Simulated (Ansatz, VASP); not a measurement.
Cd2Ir: VASP beside Ansatz

INCAR

```
PREC     = Accurate       # precision mode
ENCUT    = 520            # plane-wave cutoff, eV
EDIFF    = 1E-7           # SCF threshold, eV
ISMEAR   = 0              # smearing method
SIGMA    = 0.1            # smearing width, eV
LREAL    = F              # projectors in reciprocal space
LASPH    = T              # aspherical terms in the spheres
NELM     = 100            # most SCF steps
ALGO     = Normal         # electronic algorithm
ISIF     = 2              # what is computed and relaxed
LWAVE    = F              # write WAVECAR
LCHARG   = F              # write CHGCAR
GGA      = PE             # functional
NBANDS   = 24             # bands
```

KPOINTS

```
Automatic mesh
0
Gamma
  6 6 6
```

File POSCAR:

```
Cd2Ir
1.0
    4.5290269422      0.0000000000      0.0000000000
   -2.2645134711      3.9222523864      0.0000000000
    0.0000000000      0.0000000000      3.1855554136
Cd Ir
2 1
Direct
    0.3333333333      0.6666666667      0.5000000000
    0.6666666667      0.3333333333      0.5000000000
    0.0000000000      0.0000000000      0.0000000000
```

Input for Ansatz:

```yaml
crystal:
  lattice:
    - [4.5290269422, 0.0, 0.0]
    - [-2.2645134711, 3.9222523864, 0.0]
    - [0.0, 0.0, 3.1855554136]
  atoms:
    - { symbol: Cd, position: [0.3333333333, 0.6666666667, 0.5] }
    - { symbol: Cd, position: [0.6666666667, 0.3333333333, 0.5] }
    - { symbol: Ir, position: [0.0, 0.0, 0.0] }
basis:
  ecutwfc: 420
kpoints:
  mp_grid: { grid: [6, 6, 6] }
hamiltonian:
  xc: pbe
scf:
  occupations: { method: gaussian, width: 0.1 }
  lower_state_search: "off"
output:
  forces: true
  stress: true
  eigenvalues: true
```

Alike in both runs: task single point; functional PBE; k mesh 6 × 6 × 6; occupations gaussian, width 0.1 eV; no spin polarisation.

```csv
,VASP,Ansatz
version,VASP 6.6.1,Ansatz 0.2.0
potentials or method,"VASP PAW PBE potentials, release 64 (Cd, Ir), cutoff 520 eV","scalar-relativistic, plane waves, PAW"
valence electrons in the cell,33,57
```

|  | VASP | Ansatz | Ansatz less VASP |
| --- | --- | --- | --- |
| gap on the k mesh at the Fermi level (eV) | none | none | - |
| pressure (GPa) | -2.2 | -3.0 | -0.84 |
| traceless stress, the component that is largest in VASP (GPa) | -11.76 | -11.35 | +0.410 |

A gap of «none» marks a metal or a gap that the smearing closes. VASP's potentials hold 33 valence electrons a cell and Ansatz's 57, so a difference there can come from the potentials and not from the codes.

Spin-orbit coupling is off throughout.
